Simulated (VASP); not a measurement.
Here is a VASP 6.6.1 calculation.

INCAR

```
  PREC = Accurate
  ENCUT = 520
  EDIFF = 1E-6
  ISMEAR = 0
  SIGMA = 0.01
  LREAL = F
  LASPH = T
  NELM = 100
  ALGO = Normal
  ISIF = 2
  LWAVE = F
  LCHARG = F
  GGA = PE
  NBANDS = 28
```

The input KPOINTS:

```
regular mesh
0
Gamma
  10 10 8
```

Contents of POSCAR:

```
SnO
1.0
    3.7908975680      0.0000000000      0.0000000000
    0.0000000000      3.9368278737      0.0000000000
    0.0000000000      0.0000000000      5.0823637346
Sn O
2 2
Direct
    0.0000000000      0.5000000000      0.2283273113
    0.5000000000      0.0000000000      0.7716726887
    0.5000000000      0.5000000000     -0.0070155136
    0.0000000000      0.0000000000      0.0070155136
```

Potentials or basis: VASP PAW PBE potentials, release 64 (Sn_d, O).

The run is started by

```console
$ cat potpaw_PBE.64/Sn_d/POTCAR potpaw_PBE.64/O/POTCAR > POTCAR
$ mpirun -np 1 vasp_std > vasp.out
```

Problem. What does it give for the largest force?

Solution. 0.078 eV/Å.

Problem. Predict the pressure.

Solution. 0.3 GPa.

Problem. What does it give for the band gap on the k mesh?

Solution. 0.49 eV (least direct gap 1.93 eV).

Forces on the atoms (eV/Å):
```
Sn   0.000  0.000  0.078
Sn   0.000  0.000 -0.078
O    0.000  0.000 -0.005
O    0.000  0.000  0.005
```

Caveat: the cell differs from its parent crystal (uniaxial strain along a: -2.0 %, then relaxed in part); spin-orbit coupling is left out, which moves the levels of the heavy elements. A k mesh can miss the band edges.
